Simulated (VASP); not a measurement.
# Sn (Fd-3m) in VASP: further runs, part 2 of 2

VASP 6.6.1. Earlier steps stand in the parts before.

### Step 5. Single point, LDA (volume scaled by 0.94)

Input file INCAR:

```
  PREC = Accurate
  ENCUT = 520
  EDIFF = 1E-6
  ISMEAR = -1
  SIGMA = 0.03
  LREAL = F
  LASPH = T
  NELM = 100
  ALGO = Normal
  ISIF = 2
  LWAVE = F
  LCHARG = F
  NBANDS = 21
```

Input file KPOINTS:

```
regular mesh
0
Gamma
  9 9 9
```

Input file POSCAR:

```
Sn
1.0
    0.0000000000      3.1793446744      3.1793446744
    3.1793446744      0.0000000000      3.1793446744
    3.1793446744      3.1793446744      0.0000000000
Sn
2
Direct
    0.5000000000      0.5000000000      0.5000000000
    0.7500000000      0.7500000000      0.7500000000
```

Potentials or basis: VASP PAW LDA potentials, release 64 (Sn_d).

On the command line:

```console
cat potpaw_LDA.64/Sn_d/POTCAR > POTCAR
mpirun -np 1 vasp_std > vasp.out
```

OUTCAR:

```text
PREC = Accurate
   ENCUT = 520
   EDIFF = 1E-6
   ISMEAR = -1
   LREAL = F
   LASPH = T
   NELM = 100
   ISIF = 2

 ion  position               nearest neighbor table
   1  0.500  0.500  0.500-   2 2.75   2 2.75   2 2.75   2 2.75
   2  0.750  0.750  0.750-   1 2.75   1 2.75   1 2.75   1 2.75

  LATTYP: Found a face centered cubic cell.
 ALAT       =     6.3586893488

  Lattice vectors:

 A1 = (   0.0000000000,   3.1793446744,   3.1793446744)
 A2 = (   3.1793446744,   0.0000000000,   3.1793446744)
 A3 = (   3.1793446744,   3.1793446744,   0.0000000000)

Analysis of symmetry for initial positions (statically):
=====================================================================
 Subroutine PRICEL returns:
 Original cell was already a primitive cell.

 Routine SETGRP: Setting up the symmetry group for a
 face centered cubic supercell.

 Subroutine GETGRP returns: Found 48 space group operations
 (whereof 24 operations were pure point group operations)
 out of a pool of 48 trial point group operations.

The static configuration has the point symmetry T_d .
 The point group associated with its full space group is O_h .

Analysis of symmetry for dynamics (positions and initial velocities):
=====================================================================
 Subroutine PRICEL returns:
 Original cell was already a primitive cell.

 Routine SETGRP: Setting up the symmetry group for a
 face centered cubic supercell.

 Subroutine GETGRP returns: Found 48 space group operations
 (whereof 24 operations were pure point group operations)
 out of a pool of 48 trial point group operations.

The dynamic configuration has the point symmetry T_d .
 The point group associated with its full space group is O_h .

 Subroutine INISYM returns: Found 48 space group operations
 (whereof 24 operations are pure point group operations),
 and found     1 'primitive' translations

----------------------------------------------------------------------------------------

                                     Primitive cell

  volume of cell :      64.2751

  direct lattice vectors                    reciprocal lattice vectors
     0.000000000  3.179344674  3.179344674    -0.157265113  0.157265113  0.157265113
     3.179344674  0.000000000  3.179344674     0.157265113 -0.157265113  0.157265113
     3.179344674  3.179344674  0.000000000     0.157265113  0.157265113 -0.157265113

  length of vectors
     4.496272358  4.496272358  4.496272358     0.272391166  0.272391166  0.272391166

  position of ions in fractional coordinates (direct lattice)
     0.500000000  0.500000000  0.500000000
     0.750000000  0.750000000  0.750000000

  ion indices of the primitive-cell ions
   primitive index   ion index
                 1           1
                 2           2

----------------------------------------------------------------------------------------

 KPOINTS: regular mesh

Automatic generation of k-mesh.
 Grid dimensions read from file:
 generate k-points for:    9    9    9

 Generating k-lattice:

  Cartesian coordinates                     Fractional coordinates (reciprocal lattice)
    -0.017473901  0.017473901  0.017473901     0.111111111  0.000000000  0.000000000
     0.017473901 -0.017473901  0.017473901     0.000000000  0.111111111  0.000000000
     0.017473901  0.017473901 -0.017473901     0.000000000  0.000000000  0.111111111

  Length of vectors
     0.030265685  0.030265685  0.030265685

  Shift w.r.t. Gamma in fractional coordinates (k-lattice)
     0.000000000  0.000000000  0.000000000

 Subroutine IBZKPT returns following result:
 ===========================================

 Found     35 irreducible k-points:

 Following reciprocal coordinates:
            Coordinates               Weight
  0.000000  0.000000  0.000000      1.000000
  0.111111  0.000000  0.000000      8.000000
  0.222222  0.000000  0.000000      8.000000
  0.333333  0.000000  0.000000      8.000000
  0.444444  0.000000  0.000000      8.000000
  0.111111  0.111111  0.000000      6.000000
[... 16 lines left out ...]
 -0.333333  0.333333  0.000000     12.000000
  0.444444  0.444444  0.000000      6.000000
 [... further k-points ...]
   k-points           NKPTS =     35   k-points in BZ     NKDIM =     35   number of bands    NBANDS=     21
   number of dos      NEDOS =    301   number of ions     NIONS =      2
   total plane-waves  NPLWV =  46656
   dimension x,y,z NGX =    36 NGY =   36 NGZ =   36
   dimension x,y,z NGXF=    72 NGYF=   72 NGZF=   72
   ions per type =               2
   NGX,Y,Z   is equivalent  to a cutoff of  13.31, 13.31, 13.31 a.u.
   NGXF,Y,Z  is equivalent  to a cutoff of  26.62, 26.62, 26.62 a.u.
 SYSTEM =  unknown system
   PREC   = accura    normal or accurate (medium, high low for compatibility)
   ISTART =      0    job   : 0-new  1-cont  2-samecut
   ICHARG =      2    charge: 1-file 2-atom 10-const
   ISPIN  =      1    spin polarized calculation?
   LNONCOLLINEAR =      F non collinear calculations
   LSORBIT =      F    spin-orbit coupling
   LASPH  =      T    aspherical Exc in radial PAW
   ENCUT  =  520.0 eV  38.22 Ry    6.18 a.u.   8.36  8.36  8.36*2*pi/ulx,y,z
   NELM   =    100;   NELMIN=  2; NELMDL= -5     # of ELM steps
   EDIFF  = 0.1E-05   stopping-criterion for ELM
   LREAL  =      F    real-space projection
   EDIFFG = 0.1E-04   stopping-criterion for IOM
   NSW    =      0    number of steps for IOM
   IBRION =     -1    ionic relax: 0-MD 1-quasi-New 2-CG
   NFREE  =      0    steps in history (QN), initial steepest desc. (CG)
   ISIF   =      2    stress and relaxation
   ISYM   =      2    0-nonsym 1-usesym 2-fastsym
   POTIM  = 0.5000    time-step for ionic-motion
   TEBEG  =    0.0;   TEEND  =   0.0 temperature during run
   PSTRESS=    0.0 pullay stress
   NELECT =      28.0000    total number of electrons
   NUPDOWN=      -1.0000    fix difference up-down
   EMIN   =  10.00;   EMAX   =-10.00  energy-range for DOS
   EFERMI =   0.00;   METHOD = LEGACY
   ISMEAR =    -1;   SIGMA  =   0.03  broadening in eV -4-tet -1-fermi 0-gaus
   EFERMI_NEDOS =   21; number of points for ismear=-14 and -15
   IALGO  =     38    algorithm
   IMIX   =      4    mixing-type and parameters
     AMIX     =   0.40;   BMIX     =  1.00
     AMIX_MAG =   1.60;   BMIX_MAG =  1.00
  volume/ion in A,a.u.               =      32.14       216.87
  Fermi-wavevector in a.u.,A,eV,Ry     =   1.241023  2.345194 20.954857  1.540139
  Thomas-Fermi vector in A             =   2.375439
   LORBIT       =      0    0 simple, 1 ext, 2 COOP (PROOUT), +10 PAW based schemes
   GGA     = CA    functional components
   LHFCALC =     F    Hartree Fock is set to
   AEXX    =    0.0000 exact exchange contribution
   IVDW    =     0    specifies the selected vdW correction
   LEPSILON=     F    determine dielectric tensor
   LRPA    =     F    only Hartree local field effects (RPA)
 non-spin polarized calculation
  energy-cutoff  :      520.00
  volume of cell :       64.28
 maximum number of plane-waves:      1759
 NGX is ok and might be reduce to    36
   NGX = 17   NGY = 17   NGZ = 17

 number of electron      28.0000003 magnetization

 Free energy of the ion-electron system (eV)
  ---------------------------------------------------
  ext. energy  EPLUGINS =         0.00000000
  ---------------------------------------------------
  free energy    TOTEN  =        -8.90771370 eV

  energy without entropy =       -8.90725999  energy(sigma->0) =       -8.90748685

 E-fermi :   6.0495     XC(G=0):  -9.4604

 val. band max:        5.8694244186   @ k =   0.1111   0.0000   0.0000
 cond. band min:       6.0858971594   @ k =   0.4444   0.0000   0.0000
 fundamental gap:      0.2164727408
 Fermi energy:         6.0494840392

 k-point     1 :       0.0000    0.0000    0.0000
  band No.  band energies     occupation
      1     -15.7084      2.00000
      2     -15.7084      2.00000
      3     -15.7084      2.00000
      4     -15.6380      2.00000
      5     -15.6380      2.00000
      6     -15.2712      2.00000
[... 13 lines left out ...]
     20      14.2341      0.00000
     21      14.2341      0.00000

 k-point     2 :       0.1111    0.0000    0.0000
  band No.  band energies     occupation
      1     -15.7193      2.00000
      2     -15.7193      2.00000
      3     -15.7050      2.00000
      4     -15.6228      2.00000
      5     -15.6228      2.00000
      6     -15.2912      2.00000
[... 520 lines left out ...]
 k-point    24 :       0.4444    0.4444    0.0000
  band No.  band energies     occupation
      1     -15.7670      2.00000
      2     -15.7670      2.00000
      3     -15.6450      2.00000
      4     -15.5747      2.00000
      5     -15.4768      2.00000
      6     -15.4100      2.00000
[... 13 lines left out ...]
     20      16.2459      0.00000
     21      16.4754      0.00000

 [... further k-points ...]
[... 5 lines left out ...]
  --------------------------------------------------------------------------------------
  -------------------------------------------------------------------------------------
  Total        1.1130186      1.1130186      1.1130186      0.0000000      0.0000000      0.0000000
  in kB       27.7440709     27.7440709     27.7440709      0.0000000      0.0000000      0.0000000
  external PRESSURE =      27.7440709 kB  Pullay stress =       0.0000000 kB

 VOLUME and BASIS-vectors are now :
 -----------------------------------------------------------------------------
  energy-cutoff  :      520.00
  volume of cell :       64.28
      direct lattice vectors                 reciprocal lattice vectors
     0.000000000  3.179344674  3.179344674    -0.157265113  0.157265113  0.157265113
     3.179344674  0.000000000  3.179344674     0.157265113 -0.157265113  0.157265113
     3.179344674  3.179344674  0.000000000     0.157265113  0.157265113 -0.157265113

 POSITION                                       TOTAL-FORCE (eV/Angst)
 -----------------------------------------------------------------------------------
      3.17934      3.17934      3.17934         0.000000      0.000000      0.000000
      4.76902      4.76902      4.76902        -0.000000     -0.000000     -0.000000
 -----------------------------------------------------------------------------------
    total drift:                                0.000000      0.000000      0.000000

  FREE ENERGIE OF THE ION-ELECTRON SYSTEM (eV)
  ---------------------------------------------------
  free  energy   TOTEN  =        -8.9077137044 eV

  energy  without entropy=       -8.9072599877  energy(sigma->0) =       -8.90748685
```

OSZICAR:

```text
N       E                     dE             d eps       ncg     rms          rms(c)
DAV:   1     0.231987892271E+03    0.23199E+03   -0.14976E+04  1490   0.202E+03
DAV:   2     0.166168554568E+02   -0.21537E+03   -0.21119E+03  1485   0.455E+02
DAV:   3    -0.823830055287E+01   -0.24855E+02   -0.24715E+02  1715   0.142E+02
DAV:   4    -0.902949139606E+01   -0.79119E+00   -0.79084E+00  1675   0.286E+01
DAV:   5    -0.905657570155E+01   -0.27084E-01   -0.27084E-01  2046   0.521E+00    0.363E+00
DAV:   6    -0.895592248600E+01    0.10065E+00   -0.46675E-02  1877   0.222E+00    0.204E+00
DAV:   7    -0.890693393418E+01    0.48989E-01   -0.69247E-02  1575   0.226E+00    0.154E-01
DAV:   8    -0.890763074280E+01   -0.69681E-03   -0.61747E-03  1695   0.821E-01    0.563E-02
DAV:   9    -0.890771440820E+01   -0.83665E-04   -0.20159E-04  1936   0.993E-02    0.155E-02
DAV:  10    -0.890771340000E+01    0.10082E-05   -0.14627E-05  1987   0.407E-02    0.445E-03
DAV:  11    -0.890771370443E+01   -0.30444E-06   -0.10910E-06  1307   0.698E-03
   1 F= -.89077137E+01 E0= -.89074868E+01  d E =-.453717E-03
```

Run time: 30 s. Hardware: 1 thread of Intel Xeon Platinum 8375C at 2.90GHz (Ice Lake), shared host; peak memory 0.18 GiB.

Results:

```
Free energy            : -8.9077 eV
Pressure               : 2.8 GPa
Band gap on the k mesh : zero (band 14 reaches 6.13 eV, above the bottom of band 15 at 6.09 eV)
```

Levels at points of the mesh, in eV from the Fermi level:
```csv
k point,band 10,band 11,band 12,band 13,band 14,band 15,band 16,band 17,band 18,band 19
"(0.00, 0.00, 0.00)",-21.30,-11.08,-0.37,0.08,0.08,0.08,2.14,2.14,2.14,4.89
```

Caveat: spin-orbit coupling is left out, which moves the levels of the heavy elements.

### Step 6. Overview

```tsv
cell	gap on the mesh (eV)	pressure (GPa)
a = 4.544 Å, angles 60.0°, 2 atoms	none	1.1
a = 4.635 Å, angles 60.0°, 2 atoms	none	-1.5
a = 4.680 Å, angles 60.0°, 2 atoms	none	-2.5
a = 4.496 Å, angles 60.0°, 2 atoms	none	2.8
```

Alike in all rows: task single point; level LDA; potentials or basis VASP PAW LDA potentials, release 64 (Sn_d); no spin polarisation; k mesh 9 × 9 × 9; cutoff (eV) 520; smearing fermi-dirac 0.03 eV.

Caveats: spin-orbit coupling is left out, which moves the levels of the heavy elements.

Total energies depend on the potentials used, so only differences within one code and one set of settings carry meaning.
